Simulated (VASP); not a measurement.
# Zn27TeS26 (a cell with a defect) in VASP: a series of runs, part 2 of 2

VASP 6.6.1.

## Step 3: Relaxation of the atoms, PBE

The input, INCAR:

```
SYSTEM = Zn27TeS26
  PREC = Accurate
  ENCUT = 520
  EDIFF = 1E-6
  ISMEAR = -1
  SIGMA = 0.01
  LREAL = Auto
  LASPH = .True.
  NELM = 80
  ALGO = Normal
  ISIF = 2
  LWAVE = .False.
  LCHARG = .False.
  GGA = PE
  IBRION = 2
  NSW = 60
  EDIFFG = -0.03
  LUSENCCL = .False.
```

The input, KPOINTS:

```
Automatic mesh
0
Gamma
  2 2 2
  0 0 0
```

The input, POSCAR:

```
Zn27TeS26
1.0
    0.0000000000      8.1060000000      8.1060000000
    8.1060000000      0.0000000000      8.1060000000
    8.1060000000      8.1060000000      0.0000000000
Zn Te S
27 1 26
Direct
    0.0833333333      0.0833333333      0.0833333333
    0.0833333333      0.0833333333      0.4166666667
    0.0833333333      0.0833333333      0.7500000000
    0.0833333333      0.4166666667      0.0833333333
    0.0833333333      0.4166666667      0.4166666667
    0.0833333333      0.4166666667      0.7500000000
    0.0833333333      0.7500000000      0.0833333333
    0.0833333333      0.7500000000      0.4166666667
    0.0833333333      0.7500000000      0.7500000000
    0.4166666667      0.0833333333      0.0833333333
    0.4166666667      0.0833333333      0.4166666667
    0.4166666667      0.0833333333      0.7500000000
    0.4166666667      0.4166666667      0.0833333333
    0.4166666667      0.4166666667      0.4166666667
    0.4166666667      0.4166666667      0.7500000000
    0.4166666667      0.7500000000      0.0833333333
    0.4166666667      0.7500000000      0.4166666667
    0.4166666667      0.7500000000      0.7500000000
    0.7500000000      0.0833333333      0.0833333333
    0.7500000000      0.0833333333      0.4166666667
    0.7500000000      0.0833333333      0.7500000000
    0.7500000000      0.4166666667      0.0833333333
    0.7500000000      0.4166666667      0.4166666667
    0.7500000000      0.4166666667      0.7500000000
    0.7500000000      0.7500000000      0.0833333333
    0.7500000000      0.7500000000      0.4166666667
    0.7500000000      0.7500000000      0.7500000000
    0.0000000000      0.0000000000      0.0000000000
    0.0000000000      0.0000000000      0.3333333333
    0.0000000000      0.0000000000      0.6666666667
    0.0000000000      0.3333333333      0.0000000000
    0.0000000000      0.3333333333      0.3333333333
    0.0000000000      0.3333333333      0.6666666667
    0.0000000000      0.6666666667      0.0000000000
    0.0000000000      0.6666666667      0.3333333333
    0.0000000000      0.6666666667      0.6666666667
    0.3333333333      0.0000000000      0.0000000000
    0.3333333333      0.0000000000      0.3333333333
    0.3333333333      0.0000000000      0.6666666667
    0.3333333333      0.3333333333      0.0000000000
    0.3333333333      0.3333333333      0.3333333333
    0.3333333333      0.3333333333      0.6666666667
    0.3333333333      0.6666666667      0.0000000000
    0.3333333333      0.6666666667      0.3333333333
    0.3333333333      0.6666666667      0.6666666667
    0.6666666667      0.0000000000      0.0000000000
    0.6666666667      0.0000000000      0.3333333333
    0.6666666667      0.0000000000      0.6666666667
    0.6666666667      0.3333333333      0.0000000000
    0.6666666667      0.3333333333      0.3333333333
    0.6666666667      0.3333333333      0.6666666667
    0.6666666667      0.6666666667      0.0000000000
    0.6666666667      0.6666666667      0.3333333333
    0.6666666667      0.6666666667      0.6666666667
```

Potentials or basis: VASP PAW PBE potentials, release 64 (Zn, Te, S).

Run with:

```bash
cat potpaw_PBE.64/Zn/POTCAR potpaw_PBE.64/Te/POTCAR potpaw_PBE.64/S/POTCAR > POTCAR
mpirun -np 1 vasp_std > vasp.out
```

It took 20 min on 1 × NVIDIA H100 80GB with 1 thread of AMD EPYC 7R13 (Zen 3), shared host; peak memory 2.3 GiB.

It converged, with:

| Item | Value |
| --- | --- |
| Free energy | -182.4080 eV |
| Energy gained by relaxing | 17.0 meV/atom |
| Ionic steps | 8 |
| Pressure after relaxing | 2.9 GPa |
| Largest force after relaxing | 0.022 eV/Å |
| Band gap on the k mesh | 1.94 eV |

Forces on the atoms (eV/Å):
```
Zn   0.000  0.000  0.000
Zn   0.000  0.000  0.005
Zn   0.000  0.000  0.000
Zn   0.000  0.005  0.000
Zn  -0.005  0.000  0.000
Zn  -0.001  0.001  0.006
Zn   0.000  0.000  0.000
Zn  -0.001  0.006  0.001
Zn  -0.006  0.001  0.001
Zn   0.005  0.000  0.000
Zn   0.000 -0.005  0.000
Zn   0.001 -0.001  0.006
Zn   0.000  0.000 -0.005
Zn   0.000  0.000  0.000
Zn   0.000  0.000  0.000
Zn   0.001  0.006 -0.001
Zn   0.000  0.000  0.000
Zn  -0.006 -0.001 -0.001
Zn   0.000  0.000  0.000
Zn   0.006 -0.001  0.001
Zn   0.001 -0.006  0.001
Zn   0.006  0.001 -0.001
Zn   0.000  0.000  0.000
Zn  -0.001 -0.006 -0.001
Zn   0.001  0.001 -0.006
Zn  -0.001 -0.001 -0.006
Zn   0.000  0.000  0.000
Te   0.000  0.000  0.000
S    0.006  0.006  0.008
S   -0.006 -0.006  0.008
S    0.006  0.008  0.006
S    0.005 -0.005 -0.005
S   -0.008 -0.006  0.006
S   -0.006  0.008 -0.006
S   -0.008  0.006 -0.006
S    0.013 -0.013 -0.013
S    0.008  0.006  0.006
S   -0.005  0.005 -0.005
S   -0.006 -0.008  0.006
S   -0.005 -0.005  0.005
S    0.005  0.005  0.005
S    0.000  0.000  0.017
S   -0.006  0.006 -0.008
S    0.000  0.017  0.000
S   -0.017  0.000  0.000
S    0.008 -0.006 -0.006
S    0.006 -0.008 -0.006
S   -0.013  0.013 -0.013
S    0.006 -0.006 -0.008
S    0.017  0.000  0.000
S    0.000 -0.017  0.000
S   -0.013 -0.013  0.013
S    0.000  0.000 -0.017
S    0.013  0.013  0.013
```

The path:
```tsv
step	energy change (eV)	largest force (eV/Å)	pressure (GPa)
1	0.0000	2.4347	3.33
2	-0.7375	0.7410	3.06
3	-0.8511	0.3657	2.97
4	-0.8516	0.3602	2.96
5	-0.9091	0.1193	2.94
6	-0.9159	0.0781	2.93
7	-0.9194	0.0371	2.93
8	-0.9203	0.0217	2.92
```

Final structure:
```
Zn Te S
1.0
     0.00000    8.10600    8.10600
     8.10600    0.00000    8.10600
     8.10600    8.10600    0.00000
Zn Te S
27 1 26
Direct
  0.09061 0.09061 0.09061
  0.08357 0.08357 0.41643
  0.09061 0.09061 0.72816
  0.08357 0.41643 0.08357
  0.08357 0.41643 0.41643
  0.08385 0.41681 0.74967
  0.09061 0.72816 0.09061
  0.08385 0.74967 0.41681
  0.08385 0.74967 0.74967
  0.41643 0.08357 0.08357
  0.41643 0.08357 0.41643
  0.41681 0.08385 0.74967
  0.41643 0.41643 0.08357
  0.41657 0.41657 0.41657
  0.41657 0.41657 0.75030
  0.41681 0.74967 0.08385
  0.41657 0.75030 0.41657
  0.41681 0.74967 0.74967
  0.72816 0.09061 0.09061
  0.74967 0.08385 0.41681
  0.74967 0.08385 0.74967
  0.74967 0.41681 0.08385
  0.75030 0.41657 0.41657
  0.74967 0.41681 0.74967
  0.74967 0.74967 0.08385
  0.74967 0.74967 0.41681
  0.75000 0.75000 0.75000
  0.00000 0.00000 0.00000
  0.99936 0.99936 0.33753
  0.99936 0.99936 0.66374
  0.99936 0.33753 0.99936
  0.00029 0.33324 0.33324
  0.99936 0.33753 0.66374
  0.99936 0.66374 0.99936
  0.99936 0.66374 0.33753
  0.00014 0.66662 0.66662
  0.33753 0.99936 0.99936
  0.33324 0.00029 0.33324
  0.33753 0.99936 0.66374
  0.33324 0.33324 0.00029
  0.33324 0.33324 0.33324
  0.33336 0.33336 0.66664
  0.33753 0.66374 0.99936
  0.33336 0.66664 0.33336
  0.33336 0.66664 0.66664
  0.66374 0.99936 0.99936
  0.66374 0.99936 0.33753
  0.66662 0.00014 0.66662
  0.66374 0.33753 0.99936
  0.66664 0.33336 0.33336
  0.66664 0.33336 0.66664
  0.66662 0.66662 0.00014
  0.66664 0.66664 0.33336
  0.66662 0.66662 0.66662
```

Levels at points of the mesh, in eV from the valence-band top:
```
           k point  band 239  band 240  band 241  band 242  band 243  band 244  band 245  band 246  band 247  band 248
(0.00, 0.00, 0.00)     -0.50     -0.50      0.00      0.00      0.00      1.94      3.18      3.18      3.18      3.21
(0.50, 0.00, 0.00)     -0.81     -0.47     -0.47     -0.14     -0.14      3.01      3.02      3.14      3.68      3.70
(0.50, 0.50, 0.00)     -0.79     -0.64     -0.57     -0.26     -0.26      3.15      3.63      3.64      3.83      4.01
```

Caveat: spin-orbit coupling is left out, which moves the levels of the heavy elements.
